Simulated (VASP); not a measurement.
Input of a VASP 6.6.1 run:

The input INCAR:

```
SYSTEM = Ga
  PREC = Accurate
  ENCUT = 520
  EDIFF = 1E-7
  ISMEAR = 0
  SIGMA = 0.2
  LREAL = .FALSE.
  LASPH = .TRUE.
  NELM = 100
  ALGO = Fast
  ISIF = 2
  LWAVE = .FALSE.
  LCHARG = .FALSE.
  GGA = PE
  NBANDS = 34
```

Contents of KPOINTS:

```
regular mesh
0
G
  8 4 4
  0 0 0
```

Contents of POSCAR:

```
Ga
1.0
    2.7164843000      0.0000000000      0.0000000000
    0.0000000000      5.4329686000      0.0000000000
    0.0000000000      0.0000000000      5.4329686000
Ga
4
Direct
    0.0000000000      0.0000000000      0.0000000000
    0.0000000000      0.0000000000      0.5000000000
    0.0000000000      0.5000000000      0.0000000000
    0.0000000000      0.5000000000      0.5000000000
```

Potentials or basis: VASP PAW PBE potentials, release 64 (Ga_d).

Command:

```bash
$ cat potpaw_PBE.64/Ga_d/POTCAR > POTCAR
$ mpirun -np 1 vasp_std > vasp.out
```

What does it give for the band gap on the k mesh?

Zero (bands 26 and 27 overlap by 5.08 eV).

Predict the pressure.

0.8 GPa.
